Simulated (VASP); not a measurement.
# Si4HC4 in VASP: a series of runs, part 2 of 2

VASP 6.6.1.

### 4 Single point, PBE, collinear spin, ferromagnetic start

Contents of INCAR:

```
PREC = Accurate
ENCUT = 520
EDIFF = 1E-6
ISMEAR = 0
SIGMA = 0.05
LREAL = F
LASPH = T
NELM = 150
ALGO = Normal
ISIF = 2
LWAVE = F
LCHARG = T
ISPIN = 2
MAGMOM = 0 0 0 0 0 0 0 0 1
LORBIT = 11
LDIPOL = T
IDIPOL = 3
DIPOL = 0.5 0.5 0.320
GGA = PE
LELF = T
LVHAR = T
LVACPOTAV = T
NBANDS = 30
```

Contents of KPOINTS:

```
Automatic mesh
0
Gamma
  9 5 1
```

Contents of POSCAR:

```
Si4HC4
1.0
    3.0920147307      0.0000000000      0.0000000000
    0.0000000000      5.0738209340      0.0000000000
    0.0000000000      0.0000000000     18.9686857191
Si C H
4 4 1
Direct
    0.0000000000      0.9954360513      0.2108738612
    0.5000000000      0.4954360513      0.2579297186
    0.5000000000      0.9936728499      0.3565277206
    0.0000000000      0.4650509319      0.3853429995
    0.0000000000      0.6195639487      0.2108738612
    0.5000000000      0.1195639487      0.2579297186
    0.5000000000      0.6250367811      0.3569005390
    0.0000000000      0.1238202602      0.3937376490
    0.0000000000      0.1238202602      0.4523498350
```

Potentials or basis: VASP PAW PBE potentials, release 64 (Si, C, H).

Command:

```bash
cat potpaw_PBE.64/Si/POTCAR potpaw_PBE.64/C/POTCAR potpaw_PBE.64/H/POTCAR > POTCAR
mpirun -np 1 vasp_std > vasp.out
```

OUTCAR:

```text
PREC = Accurate
   ENCUT = 520
   EDIFF = 1E-6
   ISMEAR = 0
   LREAL = F
   LASPH = T
   NELM = 150
   ISIF = 2
   ISPIN = 2
   LORBIT = 11
   GGA = PE

 ion  position               nearest neighbor table
   1  0.000  0.995  0.211-   6 1.89   6 1.89   5 1.91   2 3.10   2 3.10   2 3.10   2 3.10
   2  0.500  0.495  0.258-   5 1.89   5 1.89   6 1.91   7 1.99   4 2.87   4 2.87   1 3.10   1 3.10
                             1 3.10   1 3.10   3 3.14
   3  0.500  0.994  0.357-   8 1.82   8 1.82   7 1.87   6 1.98   4 2.90   4 2.90   4 3.14   4 3.14
                             2 3.14
   4  0.000  0.465  0.385-   8 1.74   7 1.83   7 1.83   2 2.87   2 2.87   3 2.90   3 2.90   3 3.14
                             3 3.14
   5  0.000  0.620  0.211-   2 1.89   2 1.89   1 1.91
   6  0.500  0.120  0.258-   1 1.89   1 1.89   2 1.91   3 1.98
   7  0.500  0.625  0.357-   4 1.83   4 1.83   3 1.87   2 1.99
   8  0.000  0.124  0.394-   9 1.11   4 1.74   3 1.82   3 1.82
   9  0.000  0.124  0.452-   8 1.11
[... 1182 lines left out ...]
 -----------------------------------------------------------------------------------
    total drift:                                0.000000     -0.000107      0.000085

  FREE ENERGIE OF THE ION-ELECTRON SYSTEM (eV)
  ---------------------------------------------------
  free  energy   TOTEN  =       -58.5937282072 eV

  energy  without entropy=      -58.5886663096  energy(sigma->0) =      -58.59119726

 vacuum level on the upper side and lower side of the slab         2.679         5.006

 total charge

# of ion       s       p       d       tot
------------------------------------------
    1        0.748   0.875   0.000   1.623
    2        0.709   0.918   0.000   1.627
    3        0.712   0.979   0.000   1.690
    4        0.754   1.014   0.000   1.768
    5        0.862   1.521   0.000   2.383
    6        0.840   1.642   0.000   2.482
    7        0.851   1.684   0.000   2.536
    8        0.860   1.816   0.000   2.676
    9        0.604   0.048   0.000   0.651
--------------------------------------------------
tot          6.939  10.497   0.000  17.436

 magnetization (x)

# of ion       s       p       d       tot
------------------------------------------
    1       -0.013  -0.024   0.000  -0.037
    2        0.003   0.001   0.000   0.004
    3        0.000   0.003   0.000   0.003
    4        0.015   0.083   0.000   0.098
    5       -0.001   0.003   0.000   0.001
    6        0.001  -0.001   0.000  -0.000
    7        0.003   0.007   0.000   0.010
    8        0.000   0.002   0.000   0.002
    9        0.004   0.001   0.000   0.005
--------------------------------------------------
tot          0.012   0.075   0.000   0.087
```

OSZICAR:

```text
N       E                     dE             d eps       ncg     rms          rms(c)
DAV:   1     0.193012794790E+03    0.19301E+03   -0.11858E+04  1800   0.840E+02
DAV:   2    -0.369322886065E+02   -0.22995E+03   -0.21346E+03  2556   0.186E+02
DAV:   3    -0.654077165994E+02   -0.28475E+02   -0.27912E+02  2392   0.638E+01
[... 30 lines left out ...]
DAV:  34    -0.585937208105E+02   -0.59820E-05   -0.23785E-07  1636   0.876E-04    0.276E-04
DAV:  35    -0.585937252265E+02   -0.44160E-05   -0.21995E-07  1730   0.785E-04    0.295E-04
DAV:  36    -0.585937262320E+02   -0.10055E-05   -0.75503E-08  1776   0.589E-04    0.145E-04
DAV:  37    -0.585937272944E+02   -0.10624E-05   -0.33196E-08  1738   0.335E-04    0.952E-05
DAV:  38    -0.585937282072E+02   -0.91281E-06   -0.38429E-08  1710   0.316E-04
   1 F= -.58593728E+02 E0= -.58591197E+02  d E =-.506190E-02  mag=     0.2627
```

stdout:

```text
POSCAR found type information on POSCAR SiC H
 POSCAR found :  3 types and       9 ions
 scaLAPACK will be used
 LDA part: xc-table for (Slater+PW92), standard interpolation
 POSCAR, INCAR and KPOINTS ok, starting setup
 FFT: planning ... GRIDC
 FFT: planning ... GRID_SOFT
 FFT: planning ... GRID
 WAVECAR not read
 entering main loop
 -----------------------------------------------------------------------------
|                                                                             |
|           W    W    AA    RRRRR   N    N  II  N    N   GGGG   !!!           |
|           W    W   A  A   R    R  NN   N  II  NN   N  G    G  !!!           |
|           W    W  A    A  R    R  N N  N  II  N N  N  G       !!!           |
|           W WW W  AAAAAA  RRRRR   N  N N  II  N  N N  G  GGG   !            |
|           WW  WW  A    A  R   R   N   NN  II  N   NN  G    G                |
|           W    W  A    A  R    R  N    N  II  N    N   GGGG   !!!           |
|                                                                             |
|     Did not find any points to average over, which means that no vacuum     |
|     field-free region was found. Please increase the size of  your cell     |
|     in the dimension of the dipole correction to obtain accurate            |
|     workfunction values.                                                    |
|                                                                             |
 -----------------------------------------------------------------------------
```

It took 15 min on 1 thread of Oxide Virtual Turin-like, shared host; peak memory 0.54 GiB.

What came out:

- Free energy: -58.5937 eV
- Largest force: 3.561 eV/Å
- Net moment: 0.26 μB per cell
- Site moments: Si -0.04, +0.00, +0.10; C +0.00, -0.00, +0.01; H +0.01 μB
- Valence electrons inside the program's atomic spheres: Si 1.62, 1.63, 1.69, 1.77; C 2.38, 2.48, 2.54, 2.68; H 0.65

Forces in eV/Å, atoms in the order of the input:
```
Si   0.000 -1.912  1.249
Si   0.000  0.653 -2.813
Si   0.000 -1.183 -2.771
Si   0.000  3.557 -0.164
C    0.000  1.100  1.649
C    0.000  0.256  0.698
C    0.000 -0.362  0.042
C    0.000 -1.286  2.046
H    0.000 -0.823  0.064
```

### 5 Single point, PBE, collinear spin, ferromagnetic start

Contents of INCAR:

```
SYSTEM = Si4HC4
ALGO = Normal
DIPOL = 0.5 0.5 0.322
EDIFF = 1E-6
ENCUT = 520
GGA = PE
IDIPOL = 3
ISIF = 2
ISMEAR = 0
ISPIN = 2
LASPH = .True.
LCHARG = .True.
LDIPOL = .True.
LELF = .True.
LORBIT = 11
LREAL = .False.
LVACPOTAV = .True.
LVHAR = .True.
LWAVE = .False.
MAGMOM = 0 0 0 0 0 0 0 0 1
NBANDS = 30
NELM = 150
PREC = Accurate
SIGMA = 0.05
```

Contents of KPOINTS:

```
k-points
0
Gamma
  9 5 1
  0 0 0
```

Edit POSCAR of step 4 so:

```diff
@@ -16,2 +16,2 @@
     0.0000000000      0.1238202602      0.3937376490
-    0.0000000000      0.1238202602      0.4523498350
+    0.0000000000      0.4571535936      0.4671714790
```

Command:

```bash
cat potpaw_PBE.64/Si/POTCAR potpaw_PBE.64/C/POTCAR potpaw_PBE.64/H/POTCAR > POTCAR
mpirun -np 1 vasp_std > vasp.out
```

It took 12 min on 1 thread of Oxide Virtual Turin-like, shared host; peak memory 0.54 GiB.

The run converged. Its results:

```yaml
Free_energy: -57.7805 eV
Largest_force: 3.529 eV/Å
Band_gap_on_the_k_mesh: 0.19 eV, indirect (least direct gap 0.27 eV)
Net_moment: 1.00 μB per cell
Site_moments: Si -0.05, -0.00, -0.01; C +0.15, +0.04, +0.28; H +0.07 μB
Valence_electrons_inside_the_program's_atomic_spheres: Si 1.62, 1.64, 1.68, 1.78; C 2.39, 2.48, 2.55, 2.53; H 0.55
```

Forces on the atoms (eV/Å):
```
Si   0.000 -2.028  1.644
Si   0.000  0.966 -1.981
Si   0.000 -1.192  0.120
Si   0.000  2.007  2.902
C    0.000  1.270  1.442
C    0.000  0.399 -0.797
C    0.000 -0.238 -1.900
C    0.000 -1.791 -1.440
H    0.000  0.606  0.010
```

Levels at points of the mesh, in eV from the valence-band top:
Spin up:
```
           k point  band 13  band 14  band 15  band 16  band 17  band 18  band 19  band 20  band 21  band 22
(0.00, 0.00, 0.00)    -1.41    -1.34    -0.56    -0.25    -0.19     1.72     3.40     4.19     4.54     5.14
```
Spin down:
```
           k point  band 13  band 14  band 15  band 16  band 17  band 18  band 19  band 20
(0.00, 0.00, 0.00)    -1.22    -1.20    -0.12    -0.11     0.40     1.84     3.53     4.25
```
